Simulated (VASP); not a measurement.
# Tl (Pm-3m) in VASP: a series of runs, part 2 of 2

VASP 6.6.1. Earlier steps stand in the parts before.

### 4 Relaxation of cell and atoms, RPBE

This run uses another cell than the first one, of 30.28 Å³/atom, 0.815 times its volume.

The input, INCAR:

```
ALGO = Normal ; EDIFF = 1E-7
EDIFFG = -0.01 ; ENCUT = 600
GGA = RP ; IBRION = 2
ISIF = 3 ; ISMEAR = -1
LASPH = T ; LCHARG = F
LREAL = F ; LWAVE = F
NELM = 100 ; NSW = 80
PREC = Accurate ; SIGMA = 0.1
```

The input, KPOINTS:

```
k-points
0
Gamma
  10 10 10
```

The input, POSCAR:

```
Tl
1.0
    3.1168762379      0.0000000000      0.0000000000
    0.0000000000      3.1168762379      0.0000000000
    0.0000000000      0.0000000000      3.1168762379
Tl
1
Direct
    0.0000000000      0.0000000000      0.0000000000
```

Potentials or basis: VASP PAW PBE potentials, release 64 (Tl_d).

Command:

```sh
$ cat potpaw_PBE.64/Tl_d/POTCAR > POTCAR
$ mpirun -np 1 vasp_std > vasp.out
```

OUTCAR:

```text
EDIFF = 1E-7
   EDIFFG = -0.01
   ENCUT = 600
   GGA = RP
   IBRION = 2
   ISIF = 3
   ISMEAR = -1
   LASPH = T
   LREAL = F
   NELM = 100
   NSW = 80
   PREC = Accurate

 ion  position               nearest neighbor table
   1  0.000  0.000  0.000-

  LATTYP: Found a simple cubic cell.
 ALAT       =     3.1168762379

  Lattice vectors:

 A1 = (   3.1168762379,   0.0000000000,   0.0000000000)
 A2 = (   0.0000000000,   3.1168762379,   0.0000000000)
 A3 = (   0.0000000000,   0.0000000000,   3.1168762379)

Analysis of symmetry for initial positions (statically):
=====================================================================
 Subroutine PRICEL returns:
 Original cell was already a primitive cell.

 Routine SETGRP: Setting up the symmetry group for a
 simple cubic supercell.

 Subroutine GETGRP returns: Found 48 space group operations
 (whereof 48 operations were pure point group operations)
 out of a pool of 48 trial point group operations.

The static configuration has the point symmetry O_h .

Analysis of symmetry for dynamics (positions and initial velocities):
=====================================================================
 Subroutine PRICEL returns:
 Original cell was already a primitive cell.

 Routine SETGRP: Setting up the symmetry group for a
 simple cubic supercell.

 Subroutine GETGRP returns: Found 48 space group operations
 (whereof 48 operations were pure point group operations)
 out of a pool of 48 trial point group operations.

The dynamic configuration has the point symmetry O_h .

 Subroutine INISYM returns: Found 48 space group operations
 (whereof 48 operations are pure point group operations),
 and found     1 'primitive' translations

----------------------------------------------------------------------------------------

                                     Primitive cell

  volume of cell :      30.2802

  direct lattice vectors                    reciprocal lattice vectors
     3.116876238  0.000000000  0.000000000     0.320834041  0.000000000  0.000000000
     0.000000000  3.116876238  0.000000000     0.000000000  0.320834041  0.000000000
     0.000000000  0.000000000  3.116876238     0.000000000  0.000000000  0.320834041

  length of vectors
[... 92 lines left out ...]
   NUPDOWN=      -1.0000    fix difference up-down
   EMIN   =  10.00;   EMAX   =-10.00  energy-range for DOS
   EFERMI =   0.00;   METHOD = LEGACY
   ISMEAR =    -1;   SIGMA  =   0.10  broadening in eV -4-tet -1-fermi 0-gaus
   EFERMI_NEDOS =   21; number of points for ismear=-14 and -15
   IALGO  =     38    algorithm
   IMIX   =      4    mixing-type and parameters
     AMIX     =   0.40;   BMIX     =  1.00
     AMIX_MAG =   1.60;   BMIX_MAG =  1.00
  volume/ion in A,a.u.               =      30.28       204.34
  Fermi-wavevector in a.u.,A,eV,Ry     =   1.235008  2.333826 20.752210  1.525244
  Thomas-Fermi vector in A             =   2.369675
   LORBIT       =      0    0 simple, 1 ext, 2 COOP (PROOUT), +10 PAW based schemes
   GGA     = RP    functional components
   LHFCALC =     F    Hartree Fock is set to
   AEXX    =    0.0000 exact exchange contribution
   IVDW    =     0    specifies the selected vdW correction
   LEPSILON=     F    determine dielectric tensor
   LRPA    =     F    only Hartree local field effects (RPA)
 conjugate gradient relaxation of ions
 non-spin polarized calculation
  energy-cutoff  :      600.00
  volume of cell :       30.28
 maximum number of plane-waves:      1064
 NGX is ok and might be reduce to    28
   NGX = 13   NGY = 13   NGZ = 13

--------------------------------------- Ionic step        1  -------------------------------------------

 number of electron      12.9999999 magnetization

 Free energy of the ion-electron system (eV)
  ---------------------------------------------------
  ext. energy  EPLUGINS =         0.00000000
  ---------------------------------------------------
  free energy    TOTEN  =        -1.62064483 eV

  energy without entropy =       -1.60238924  energy(sigma->0) =       -1.61151704

 E-fermi :   6.2779     XC(G=0):  -9.6918

 val. band max:        6.2535285828   @ k =   0.4000   0.3000   0.2000
 cond. band min:       6.2928350073   @ k =   0.3000   0.0000   0.0000
 fundamental gap:      0.0393064245
 Fermi energy:         6.2778568643

 k-point     1 :       0.0000    0.0000    0.0000
  band No.  band energies     occupation
      1      -6.2519      2.00000
      2      -6.2519      2.00000
      3      -5.0883      2.00000
      4      -5.0883      2.00000
      5      -5.0883      2.00000
      6      -3.8061      2.00000
      7      13.2480      0.00000
      8      13.2480      0.00000
      9      13.2480      0.00000
     10      16.3277      0.00000
[... 403 lines left out ...]
--------------------------------------- Ionic step        4  -------------------------------------------

 number of electron      13.0000007 magnetization

 Free energy of the ion-electron system (eV)
  ---------------------------------------------------
  ext. energy  EPLUGINS =         0.00000000
  ---------------------------------------------------
  free energy    TOTEN  =        -1.71486068 eV

  energy without entropy =       -1.69034055  energy(sigma->0) =       -1.70260062

 E-fermi :   4.5604     XC(G=0):  -8.7250

 val. band max:        4.5395852469   @ k =   0.4000   0.4000   0.0000
 cond. band min:       4.6524622242   @ k =   0.3000   0.1000   0.0000
 fundamental gap:      0.1128769773
 Fermi energy:         4.5604043561

 k-point     1 :       0.0000    0.0000    0.0000
  band No.  band energies     occupation
      1      -7.6132      2.00000
      2      -7.6132      2.00000
      3      -6.9036      2.00000
      4      -6.9036      2.00000
      5      -6.9036      2.00000
      6      -4.4511      2.00000
      7      10.5580      0.00000
      8      10.5580      0.00000
      9      10.5580      0.00000
     10      12.9187      0.00000
[... 327 lines left out ...]
  FREE ENERGIE OF THE ION-ELECTRON SYSTEM (eV)
  ---------------------------------------------------
  free  energy   TOTEN  =        -1.7148606829 eV

  energy  without entropy=       -1.6903405526  energy(sigma->0) =       -1.70260062

 reached required accuracy - stopping structural energy minimisation
```

CONTCAR:

```text
Tl
   1.00000000000000
     3.3344349343554671   -0.0000000000000000    0.0000000000000000
     0.0000000000000000    3.3344349343554671    0.0000000000000000
    -0.0000000000000000   -0.0000000000000000    3.3344349343554671
  Tl
     1
Direct
     0.0000000000000000    0.0000000000000000    0.0000000000000000

  0.00000000E+00  0.00000000E+00  0.00000000E+00
```

Run time: 32 s. Hardware: 1 thread of Intel Xeon Platinum 8488C (Sapphire Rapids), shared host; peak memory 0.17 GiB.

Results:

```
Free energy                            : -1.7149 eV
Relaxed volume                         : 37.07 Å³/atom
Relaxed cell                           : a = 3.334 Å, b = 3.334 Å, c = 3.334 Å, α = 90.00°, β = 90.00°, γ = 90.00°
Space group after relaxing (to 0.05 Å) : Pm-3m (No. 221)
Energy gained by relaxing              : 94.2 meV/atom
Ionic steps                            : 4
Pressure after relaxing                : 0.0 GPa
```

The path:
| step | energy change (eV) | largest force (eV/Å) | pressure (GPa) | volume (Å³) |
| --- | --- | --- | --- | --- |
| 1 | 0.0000 | 0.0000 | 5.60 | 30.28 |
| 2 | -0.0892 | 0.0000 | 0.94 | 35.16 |
| 3 | -0.0932 | 0.0000 | -0.35 | 37.86 |
| 4 | -0.0942 | 0.0000 | -0.04 | 37.07 |

Final structure:
```cif
data_structure
_symmetry_space_group_name_H-M 'P 1'
_symmetry_Int_Tables_number 1
_cell_length_a 3.3344
_cell_length_b 3.3344
_cell_length_c 3.3344
_cell_angle_alpha 90.000
_cell_angle_beta 90.000
_cell_angle_gamma 90.000
_cell_volume 37.07
loop_
_atom_site_label
_atom_site_type_symbol
_atom_site_fract_x
_atom_site_fract_y
_atom_site_fract_z
_atom_site_occupancy
Tl1 Tl 0.00000 0.00000 0.00000 1
```

Caveat: the volume moved by over 15 % at a fixed basis, so the end points are rough; the PAW data sets were made with another functional, which shifts forces and pressure a little; spin-orbit coupling is left out, which moves the levels of the heavy elements.

### 5 The runs side by side

| task | cell | k mesh | cutoff (eV) | gap on the mesh (eV) | pressure (GPa) |
| --- | --- | --- | --- | --- | --- |
| single point | a = 3.336 Å, 1 atom | 11 × 11 × 11 | 520 | none | 0.0 |
| single point | a = 3.423 Å, 1 atom | 11 × 11 × 11 | 520 | none | -1.0 |
| relaxation of cell and atoms | relaxed from a = 3.117 Å, 1 atom | 10 × 10 × 10 | 600 | none | 0.0 |

Alike in all rows: level RPBE; potentials or basis VASP PAW PBE potentials, release 64 (Tl_d); no spin polarisation; smearing fermi-dirac 0.1 eV.

Caveats: the PAW data sets were made with another functional, which shifts forces and pressure a little; spin-orbit coupling is left out, which moves the levels of the heavy elements; the volume moved by over 15 % at a fixed basis, so the end points are rough (some runs).

Total energies depend on the potentials used, so only differences within one code and one set of settings carry meaning.
